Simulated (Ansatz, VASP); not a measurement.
**One calculation of ZrC, two programs**

```
Zr C
1.0
     0.00000    2.37877    2.37877
     2.37877    0.00000    2.37877
     2.37877    2.37877    0.00000
Zr C
1 1
Direct
  0.50000 0.50000 0.50000
  0.00000 0.00000 0.00000
```

Alike in both runs: task single point; functional PBE; k mesh 16 × 16 × 16; occupations gaussian, width 0.1 eV; no spin polarisation.

```csv
,VASP,Ansatz
version,VASP 6.6.1,Ansatz 0.2.0
potentials or method,"VASP PAW PBE potentials, release 64 (Zr_sv, C), cutoff 520 eV","scalar-relativistic, plane waves, PAW"
valence electrons in the cell,16,16
```

Ansatz gave:

```
gap on the k mesh at the Fermi level (eV) : none
pressure (GPa)                            : -6.5
```

Which values does VASP return?

gap on the k mesh at the Fermi level (eV): none; pressure (GPa): -6.2.

A gap of «none» marks a metal or a gap that the smearing closes.
